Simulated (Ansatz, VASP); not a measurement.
Two plane-wave programs on TiAlF2

```xyz
4
Lattice="-1.9106 1.9106 3.7183 1.9106 -1.9106 3.7183 1.9106 1.9106 -3.7183" Properties=species:S:1:pos:R:3 pbc="T T T"
Ti    0.0000    0.0000    3.7183
Al    0.0000    0.0000    0.0000
F     0.0000    1.9106    1.8592
F     1.9106    0.0000    1.8592
```

Change from the starting cell: species swapped into the TiCuNi2 type (I4/mmm, No. 139).

Alike in both runs: task single point; functional PBE; k mesh 6 × 6 × 6; occupations gaussian, width 0.1 eV; collinear spin.

```csv
,VASP,Ansatz
version,VASP 6.6.1,Ansatz 0.2.0
potentials or method,"VASP PAW PBE potentials, release 64 (Ti_sv, Al, F), cutoff 520 eV","scalar-relativistic, plane waves, PAW"
valence electrons in the cell,29,29
```

|  | VASP | Ansatz | Ansatz less VASP |
| --- | --- | --- | --- |
| gap on the k mesh at the Fermi level (eV) | none | none | - |
| pressure (GPa) | -2.1 | -1.9 | +0.18 |
| traceless stress, the component that is largest in VASP (GPa) | 1.56 | 1.69 | +0.138 |
| net moment per atom (μB) | 0.00 | 0.00 | 0.000 |

A gap of «none» marks a metal or a gap that the smearing closes. With one functional, cell and mesh, what is left measures potentials, basis and numerics. Ansatz's warnings: seeded moment not kept.

The k mesh is coarse, so the values compare programs but aren't converged.
